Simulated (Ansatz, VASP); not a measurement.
**BaTiO3 in VASP and in Ansatz**

```
CELL_PARAMETERS angstrom
4.00730 -0.06011 -0.06011
-0.06011 4.00730 -0.06011
-0.06011 -0.06011 4.00730
ATOMIC_POSITIONS crystal
Ba 0.50000 0.50000 0.50000
Ti 0.00000 0.00000 0.00000
O 0.50000 0.00000 0.00000
O 0.00000 0.50000 0.00000
O 0.00000 0.00000 0.50000
```

Change from the starting cell: equal xy, yz and zx shear strains of -3 %.

Alike in both runs: task single point; functional LDA; k mesh 8 × 8 × 8; occupations fermi-dirac, width 0.05 eV; no spin polarisation.

```csv
,VASP,Ansatz
version,VASP 6.6.1,Ansatz 0.2.0
potentials or method,"VASP PAW LDA potentials, release 64 (Ba_sv, Ti_sv, O), cutoff 520 eV","all-electron LAPW, scalar-relativistic"
```

Ansatz gave:

- pressure (GPa): -9.2
- traceless stress, the component that is largest in VASP (GPa): 3.63

**Question.** Estimate VASP's values.

**Answer.** Pressure (GPa): -7.2; traceless stress, the component that is largest in VASP (GPa): 3.74.

LDA's correlation is that of Perdew and Zunger in VASP and of Perdew and Wang (1992) in Ansatz. Ansatz ran all-electron here, and VASP with PAW potentials.

Neither program's run includes spin-orbit coupling.
